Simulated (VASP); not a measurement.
# Be4Se (Cmmm) in VASP: a series of runs

Runs on Be4Se. Level: PBE. Tasks: single point.

Everything below comes from runs of VASP 6.6.1. Logs are shortened: lines on timing, memory, paths and dates and some standing lists are left out, and cuts for length are marked.

## (1) The cell of the first run

Symmetry: Cmmm, No. 65, orthorhombic system. The conventional cell has a = 6.035 Å, b = 6.337 Å, c = 2.710 Å, α = 90.00°, β = 90.00°, γ = 90.00°. Be (site symmetry m2m) has 2 Se at 1.81 Å within 2.4 Å. Within 2.3 Å of Be (site symmetry 2mm) lie 1 Se at 1.72 Å. Se (site symmetry mmm) has 6 Be at 1.72 to 1.81 Å within 2.3 Å.

## (2) Single point, PBE

The input, INCAR:

```
SYSTEM = Be4Se
PREC = Accurate
ENCUT = 520
EDIFF = 1E-6
ISMEAR = 0
SIGMA = 0.1
LREAL = .False.
LASPH = .True.
NELM = 100
ALGO = Normal
ISIF = 2
LWAVE = .False.
LCHARG = .False.
GGA = PE
NBANDS = 15
```

The input, KPOINTS:

```
Automatic mesh
0
Gamma
  4 4 6
  0 0 0
```

The input, POSCAR:

```
Be4Se
1.0
    3.0174651600     -3.1685478500      0.0000000000
    3.0174651600      3.1685478500      0.0000000000
    0.0000000000      0.0000000000      2.7095916100
Be Se
4 1
Direct
    0.8105999900      0.1894000100      0.5000000000
    0.1894000100      0.8105999900      0.5000000000
    0.2852000000      0.2852000000      0.0000000000
    0.7148000000      0.7148000000      0.0000000000
    0.0000000000      0.0000000000      0.0000000000
```

Potentials or basis: VASP PAW PBE potentials, release 64 (Be, Se).

Started as:

```bash
$ cat potpaw_PBE.64/Be/POTCAR potpaw_PBE.64/Se/POTCAR > POTCAR
$ mpirun -np 1 vasp_std > vasp.out
```

OUTCAR:

```text
SYSTEM = Be4Se
   PREC = Accurate
   ENCUT = 520
   EDIFF = 1E-6
   ISMEAR = 0
   LREAL = .False.
   LASPH = .True.
   NELM = 100
   ISIF = 2
   GGA = PE

 ion  position               nearest neighbor table
   1  0.811  0.189  0.500-   5 1.81   5 1.81
   2  0.189  0.811  0.500-   5 1.81   5 1.81
   3  0.285  0.285  0.000-   5 1.72
   4  0.715  0.715  0.000-   5 1.72
   5  0.000  0.000  0.000-   3 1.72   4 1.72   1 1.81   2 1.81   1 1.81   2 1.81

  LATTYP: Found a base centered orthorhombic cell.
 ALAT       =     6.0349303200
 B/A-ratio  =     1.0500694066
 C/A-ratio  =     0.4489847382

  Lattice vectors:

 A1 = (   3.0174651600,  -3.1685478500,   0.0000000000)
 A2 = (   3.0174651600,   3.1685478500,   0.0000000000)
 A3 = (   0.0000000000,   0.0000000000,   2.7095916100)

Analysis of symmetry for initial positions (statically):
=====================================================================
 Subroutine PRICEL returns:
 Original cell was already a primitive cell.

 Routine SETGRP: Setting up the symmetry group for a
 base centered orthorhombic supercell.

 Subroutine GETGRP returns: Found  8 space group operations
 (whereof  8 operations were pure point group operations)
 out of a pool of  8 trial point group operations.

The static configuration has the point symmetry D_2h.

Analysis of symmetry for dynamics (positions and initial velocities):
=====================================================================
 Subroutine PRICEL returns:
 Original cell was already a primitive cell.

 Routine SETGRP: Setting up the symmetry group for a
 base centered orthorhombic supercell.

 Subroutine GETGRP returns: Found  8 space group operations
 (whereof  8 operations were pure point group operations)
 out of a pool of  8 trial point group operations.

The dynamic configuration has the point symmetry D_2h.

 Subroutine INISYM returns: Found  8 space group operations
 (whereof  8 operations are pure point group operations),
 and found     1 'primitive' translations

----------------------------------------------------------------------------------------

                                     Primitive cell

  volume of cell :      51.8127

  direct lattice vectors                    reciprocal lattice vectors
     3.017465160 -3.168547850  0.000000000     0.165701996 -0.157800994  0.000000000
     3.017465160  3.168547850  0.000000000     0.165701996  0.157800994  0.000000000
     0.000000000  0.000000000  2.709591610     0.000000000  0.000000000  0.369059306

  length of vectors
     4.375476142  4.375476142  2.709591610     0.228819372  0.228819372  0.369059306

  position of ions in fractional coordinates (direct lattice)
     0.810599990  0.189400010  0.500000000
     0.189400010  0.810599990  0.500000000
     0.285200000  0.285200000  0.000000000
     0.714800000  0.714800000  0.000000000
     0.000000000  0.000000000  0.000000000

  ion indices of the primitive-cell ions
   primitive index   ion index
                 1           1
                 2           2
                 3           3
                 4           4
                 5           5

----------------------------------------------------------------------------------------

 KPOINTS: Automatic mesh

Automatic generation of k-mesh.
 Grid dimensions read from file:
 generate k-points for:    4    4    6

 Generating k-lattice:

  Cartesian coordinates                     Fractional coordinates (reciprocal lattice)
     0.041425499 -0.039450248  0.000000000     0.250000000  0.000000000  0.000000000
     0.041425499  0.039450248  0.000000000     0.000000000  0.250000000  0.000000000
     0.000000000  0.000000000  0.061509884     0.000000000  0.000000000  0.166666667

  Length of vectors
     0.057204843  0.057204843  0.061509884

  Shift w.r.t. Gamma in fractional coordinates (k-lattice)
     0.000000000  0.000000000  0.000000000

 Subroutine IBZKPT returns following result:
 ===========================================

 Found     28 irreducible k-points:

 Following reciprocal coordinates:
            Coordinates               Weight
  0.000000  0.000000  0.000000      1.000000
  0.250000  0.000000  0.000000      4.000000
  0.500000  0.000000  0.000000      2.000000
  0.250000  0.250000  0.000000      2.000000
  0.500000  0.250000  0.000000      4.000000
 -0.250000  0.250000  0.000000      2.000000
[... 16 lines left out ...]
  0.250000  0.000000  0.500000      4.000000
  0.500000  0.000000  0.500000      2.000000
 [... further k-points ...]
   k-points           NKPTS =     28   k-points in BZ     NKDIM =     28   number of bands    NBANDS=     15
   number of dos      NEDOS =    301   number of ions     NIONS =      5
   total plane-waves  NPLWV =  25920
   dimension x,y,z NGX =    36 NGY =   36 NGZ =   20
   dimension x,y,z NGXF=    72 NGYF=   72 NGZF=   40
   ions per type =               4   1
   NGX,Y,Z   is equivalent  to a cutoff of  13.68, 13.68, 12.27 a.u.
   NGXF,Y,Z  is equivalent  to a cutoff of  27.36, 27.36, 24.54 a.u.
 SYSTEM =  Be4Se
   PREC   = accura    normal or accurate (medium, high low for compatibility)
   ISTART =      0    job   : 0-new  1-cont  2-samecut
   ICHARG =      2    charge: 1-file 2-atom 10-const
   ISPIN  =      1    spin polarized calculation?
   LNONCOLLINEAR =      F non collinear calculations
   LSORBIT =      F    spin-orbit coupling
   LASPH  =      T    aspherical Exc in radial PAW
   ENCUT  =  520.0 eV  38.22 Ry    6.18 a.u.   8.14  8.14  5.04*2*pi/ulx,y,z
   NELM   =    100;   NELMIN=  2; NELMDL= -5     # of ELM steps
   EDIFF  = 0.1E-05   stopping-criterion for ELM
   LREAL  =      F    real-space projection
   EDIFFG = 0.1E-04   stopping-criterion for IOM
   NSW    =      0    number of steps for IOM
   IBRION =     -1    ionic relax: 0-MD 1-quasi-New 2-CG
   NFREE  =      0    steps in history (QN), initial steepest desc. (CG)
   ISIF   =      2    stress and relaxation
   ISYM   =      2    0-nonsym 1-usesym 2-fastsym
   POTIM  = 0.5000    time-step for ionic-motion
   TEBEG  =    0.0;   TEEND  =   0.0 temperature during run
   PSTRESS=    0.0 pullay stress
   NELECT =      14.0000    total number of electrons
   NUPDOWN=      -1.0000    fix difference up-down
   EMIN   =  10.00;   EMAX   =-10.00  energy-range for DOS
   EFERMI =   0.00;   METHOD = LEGACY
   ISMEAR =     0;   SIGMA  =   0.10  broadening in eV -4-tet -1-fermi 0-gaus
   EFERMI_NEDOS =   21; number of points for ismear=-14 and -15
   IALGO  =     38    algorithm
   IMIX   =      4    mixing-type and parameters
     AMIX     =   0.40;   BMIX     =  1.00
     AMIX_MAG =   1.60;   BMIX_MAG =  1.00
  volume/ion in A,a.u.               =      10.36        69.93
  Fermi-wavevector in a.u.,A,eV,Ry     =   1.058373  2.000035 15.240610  1.120153
  Thomas-Fermi vector in A             =   2.193680
   LORBIT       =      0    0 simple, 1 ext, 2 COOP (PROOUT), +10 PAW based schemes
   GGA     = PE    functional components
   LHFCALC =     F    Hartree Fock is set to
   AEXX    =    0.0000 exact exchange contribution
   IVDW    =     0    specifies the selected vdW correction
   LEPSILON=     F    determine dielectric tensor
   LRPA    =     F    only Hartree local field effects (RPA)
 non-spin polarized calculation
 Gauss-broadening in eV      SIGMA  =   0.10
  energy-cutoff  :      520.00
  volume of cell :       51.81
 maximum number of plane-waves:      1428
 NGX is ok and might be reduce to    36
   NGX = 17   NGY = 17   NGZ = 11

 number of electron      14.0000002 magnetization

 Free energy of the ion-electron system (eV)
  ---------------------------------------------------
  ext. energy  EPLUGINS =         0.00000000
  ---------------------------------------------------
  free energy    TOTEN  =        -6.32065535 eV

  energy without entropy =       -6.31447251  energy(sigma->0) =       -6.31756393

 E-fermi :   7.3425     XC(G=0): -10.3790

 val. band max:        7.3307574949   @ k =   0.5000   0.0000   0.1667
 cond. band min:       7.3724255960   @ k =   0.5000   0.5000   0.0000
 fundamental gap:      0.0416681011
 Fermi energy:         7.3425214456

 k-point     1 :       0.0000    0.0000    0.0000
  band No.  band energies     occupation
      1     -13.0203      2.00000
      2      -2.8736      2.00000
      3      -1.4646      2.00000
      4       0.6463      2.00000
      5       2.6292      2.00000
      6       3.1432      2.00000
      7       6.9883      2.00000
      8       9.2668      0.00000
      9       9.6090      0.00000
     10      10.3475      0.00000
     11      12.4907      0.00000
     12      12.5606      0.00000
     13      14.6750      0.00000
     14      15.2272      0.00000
     15      16.4223      0.00000

 k-point     2 :       0.2500    0.0000    0.0000
  band No.  band energies     occupation
      1     -12.9797      2.00000
      2      -3.3282      2.00000
      3      -1.8753      2.00000
      4       1.4998      2.00000
      5       3.1990      2.00000
      6       3.3789      2.00000
      7       6.3231      2.00000
      8       7.8874      0.00000
      9      10.3412      0.00000
     10      12.2389      0.00000
     11      12.3235      0.00000
     12      13.3553      0.00000
     13      14.2717      0.00000
     14      14.2943      0.00000
     15      15.8580      0.00000
[... 365 lines left out ...]
      3      -1.2225      2.00000
      4      -0.3684      2.00000
      5       3.1235      2.00000
      6       6.0178      2.00000
      7       6.0824      2.00000
      8       7.7422      0.00000
      9       7.8294      0.00000
     10       9.8910      0.00000
     11      10.2079      0.00000
     12      11.3068      0.00000
     13      11.5271      0.00000
     14      12.1049      0.00000
     15      14.7158      0.00000

 k-point    24 :       0.5000    0.0000    0.5000
  band No.  band energies     occupation
      1     -10.2965      2.00000
      2      -5.5496      2.00000
      3      -1.5669      2.00000
      4      -0.4001      2.00000
      5       2.5254      2.00000
      6       6.8138      2.00000
      7       6.9721      2.00000
      8       7.4673      0.07751
      9       7.9046      0.00000
     10       9.6905      0.00000
     11      10.4223      0.00000
     12      10.4822      0.00000
     13      12.4425      0.00000
     14      12.7921      0.00000
     15      14.5101      0.00000

 [... further k-points ...]

------------------------ aborting loop because EDIFF is reached ----------------------------------------

  FORCE on cell =-STRESS in cart. coord.  units (eV):
  Direction    XX          YY          ZZ          XY          YZ          ZX
  --------------------------------------------------------------------------------------
  -------------------------------------------------------------------------------------
  Total       26.1943953     16.9005245     28.9682940     -0.0000000      0.0000000      0.0000000
  in kB      809.9954706    522.6060071    895.7712768     -0.0000000      0.0000000      0.0000000
  external PRESSURE =     742.7909182 kB  Pullay stress =       0.0000000 kB

 VOLUME and BASIS-vectors are now :
 -----------------------------------------------------------------------------
  energy-cutoff  :      520.00
  volume of cell :       51.81
      direct lattice vectors                 reciprocal lattice vectors
     3.017465160 -3.168547850  0.000000000     0.165701996 -0.157800994  0.000000000
     3.017465160  3.168547850  0.000000000     0.165701996  0.157800994  0.000000000
     0.000000000  0.000000000  2.709591610     0.000000000  0.000000000  0.369059306

 POSITION                                       TOTAL-FORCE (eV/Angst)
 -----------------------------------------------------------------------------------
      3.01747     -1.96830      1.35480         0.000000      9.249225      0.000000
      3.01747      1.96830      1.35480         0.000000     -9.249225     -0.000000
      1.72116      0.00000      0.00000        10.007388      0.000000      0.000000
      4.31377      0.00000      0.00000       -10.007388      0.000000     -0.000000
      0.00000      0.00000      0.00000         0.000000      0.000000     -0.000000
 -----------------------------------------------------------------------------------
    total drift:                               -0.000000      0.000000      0.000000

  FREE ENERGIE OF THE ION-ELECTRON SYSTEM (eV)
  ---------------------------------------------------
  free  energy   TOTEN  =        -6.3206553528 eV

  energy  without entropy=       -6.3144725063  energy(sigma->0) =       -6.31756393
```

Run time: 11 s. Hardware: 1 thread of Intel Xeon Platinum 8488C (Sapphire Rapids), shared host; peak memory 0.17 GiB.

What came out:

```yaml
Free_energy: -6.3207 eV
Pressure: 74.3 GPa
Largest_force: 10.007 eV/Å
Band_gap_on_the_k_mesh: zero (band 7 reaches 7.51 eV, above the bottom of band 8 at 6.29 eV)
```

Forces in eV/Å, atoms in the order of the input:
```
Be    0.000   9.249   0.000
Be    0.000  -9.249   0.000
Be   10.007   0.000   0.000
Be  -10.007   0.000   0.000
Se    0.000   0.000   0.000
```

Caveat: the k points lie up to 0.39 Å⁻¹ apart; forces of over 1 eV/Å act on the atoms, so gaps and moduli don't describe the material at rest.

## (3) Single point, PBE

This run uses another cell than the first one, of 12.59 Å³/atom, 1.215 times its volume.

INCAR: that of step 2 with these lines changed.

```diff
@@ -8,3 +8,3 @@
 LASPH = .True.
-NELM = 100
+NELM = 80
 ALGO = Normal
```

The input, KPOINTS:

```
regular mesh
0
Gamma
  4 4 6
  0 0 0
```

The input, POSCAR:

```
Be4Se
1.0
    3.3371372960     -2.7479584352      0.0000000000
    3.3371372960      2.7479584352      0.0000000000
    0.0000000000      0.0000000000      3.4314730548
Be Se
4 1
Direct
    0.6772242594      0.3227757406      0.5000000000
    0.3227757406      0.6772242594      0.5000000000
    0.3412910639      0.3412910639      0.0000000000
    0.6587089361      0.6587089361      0.0000000000
    0.0000000000      0.0000000000      0.0000000000
```

Potentials or basis: VASP PAW PBE potentials, release 64 (Be, Se).

Started as:

```bash
$ cat potpaw_PBE.64/Be/POTCAR potpaw_PBE.64/Se/POTCAR > POTCAR
$ mpirun -np 1 vasp_std > vasp.out
```

Run time: 13 s. Hardware: 1 thread of Intel Xeon Platinum 8488C (Sapphire Rapids), shared host; peak memory 0.18 GiB.

It converged, with:

* Free energy: -16.2038 eV
* Pressure: 0.3 GPa
* Largest force: 0.033 eV/Å
* Band gap on the k mesh: zero (band 7 reaches 6.07 eV, above the bottom of band 8 at 4.24 eV)

Forces on the atoms (eV/Å):
```
Be   0.000 -0.033  0.000
Be   0.000  0.033  0.000
Be  -0.017  0.000  0.000
Be   0.017  0.000  0.000
Se   0.000  0.000  0.000
```

Stress tensor (GPa, compression positive):
```
0.13 0.00 0.00
0.00 0.33 0.00
0.00 0.00 0.30
```

Levels at points of the mesh, in eV from the Fermi level:
```
           k point  band 5  band 6  band 7  band 8  band 9  band 10
(0.00, 0.00, 0.00)   -3.07   -1.80    0.37    0.72    1.93     2.39
(0.50, 0.00, 0.00)   -2.85   -2.19   -0.20   -0.17    2.93     3.05
(0.50, 0.50, 0.00)   -2.10    0.87    0.95    2.60    3.56     4.07
(0.00, 0.00, 0.50)   -4.17   -3.58    0.44    0.45    1.11     2.07
(0.50, 0.00, 0.50)   -4.68   -0.60   -0.43   -0.37    1.33     1.38
(0.50, 0.50, 0.50)   -4.57   -4.40   -3.04   -0.89    4.68     4.76
```

Caveat: the k points lie up to 0.37 Å⁻¹ apart.
